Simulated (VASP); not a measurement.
A run of VASP 6.6.1:

Contents of INCAR:

```
SYSTEM = TeW
PREC = Accurate
ENCUT = 520
EDIFF = 1E-7
ISMEAR = 0
SIGMA = 0.1
LREAL = .False.
LASPH = .True.
NELM = 150
ALGO = Normal
ISIF = 2
LWAVE = .False.
LCHARG = .True.
ISPIN = 2
MAGMOM = 1 -1 0 0
LORBIT = 11
LMAXMIX = 4
GGA = PE
LELF = .True.
LVHAR = .True.
NBANDS = 32
```

KPOINTS

```
regular mesh
0
Gamma
  12 12 6
  0 0 0
```

File POSCAR:

```
TeW
1.0
    0.0000000000      3.1021215479      3.1021215479
    6.2042430958      3.1021215479      3.1021215479
    6.2042430958      6.2042430958      0.0000000000
W Te
2 2
Direct
    0.0000000000      1.0000000000      1.0000000000
    0.0000000000      1.0000000000      0.5000000000
    0.2500000000      0.2500000000      0.0000000000
    0.2500000000      0.2500000000      0.5000000000
```

Potentials or basis: VASP PAW PBE potentials, release 64 (W_sv, Te).

The run is started by

```bash
$ cat potpaw_PBE.64/W_sv/POTCAR potpaw_PBE.64/Te/POTCAR > POTCAR
$ mpirun -np 1 vasp_std > vasp.out
```

Hardware: 1 thread of Oxide Virtual Turin-like Processor, with other jobs on the host.

Q: Estimate the wall time of this run.

A: Wall time 51 min on 1 thread of Oxide Virtual Turin-like Processor, with other jobs on the host, peak memory 0.84 GiB. Counts: scf iterations 18, k points 100.
